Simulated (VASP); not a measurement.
HfC: single point with PBE

Crystal: HfC.

```
Hf C
1.0
     3.70802    0.00000    0.00000
    -1.85401    3.21124    0.00000
     0.00000    0.00000    6.04895
Hf C
2 2
Direct
  0.66667 0.33333 0.49995
  0.33333 0.66667 0.99995
  0.66667 0.33333 0.87591
  0.33333 0.66667 0.37591
```

```json
{
 "Program": "VASP 6.6.1",
 "Task": "single point",
 "Functional": "PBE",
 "Potentials or basis": "VASP PAW PBE potentials, release 64 (Hf_pv, C)",
 "Cutoff": "520 eV",
 "k mesh": "6 × 6 × 4",
 "Occupations": "gaussian, width 0.1 eV",
 "Spin": "no spin polarisation",
 "Dipole correction": "no",
 "Further INCAR settings": "ALGO = Normal; EDIFF = 1e-06; NBANDS = 22"
}
```

```json
{
 "Pressure": "-16.3 GPa",
 "Largest force": "0.339 eV/Å",
 "Band gap on the k mesh": "1.03 eV, indirect (least direct gap 1.35 eV)"
}
```

Forces on the atoms (eV/Å):
```
Hf   0.000  0.000 -0.339
Hf   0.000  0.000 -0.339
C    0.000  0.000  0.339
C    0.000  0.000  0.339
```

Stress tensor (GPa, compression positive):
```
-14.20   0.00   0.00
  0.00 -14.20   0.00
  0.00   0.00 -20.60
```

Levels at points of the mesh, in eV from the valence-band top:
| k point | band 11 | band 12 | band 13 | band 14 | band 15 | band 16 | band 17 | band 18 |
| --- | --- | --- | --- | --- | --- | --- | --- | --- |
| (0.00, 0.00, 0.00) | -1.68 | -1.66 | -1.20 | -1.20 | 2.55 | 2.55 | 3.14 | 4.03 |
| (0.50, 0.00, 0.00) | -1.19 | -1.15 | -0.69 | 0.00 | 1.35 | 2.28 | 3.38 | 4.00 |
| (0.00, 0.00, 0.50) | -1.51 | -1.51 | -1.51 | -1.51 | 3.61 | 3.61 | 3.61 | 3.61 |
| (0.50, 0.00, 0.50) | -1.01 | -1.01 | -0.66 | -0.66 | 2.57 | 2.57 | 4.14 | 4.14 |

Wall time 60 s on 1 thread of AMD EPYC 7R43 64-Core Processor (Zen 3), on a shared host, peak memory 0.15 GiB.

Caveat: spin-orbit coupling is left out, which moves the levels of the heavy elements. Expect the measured gap to be larger: semilocal functionals such as PBE lack the derivative discontinuity.
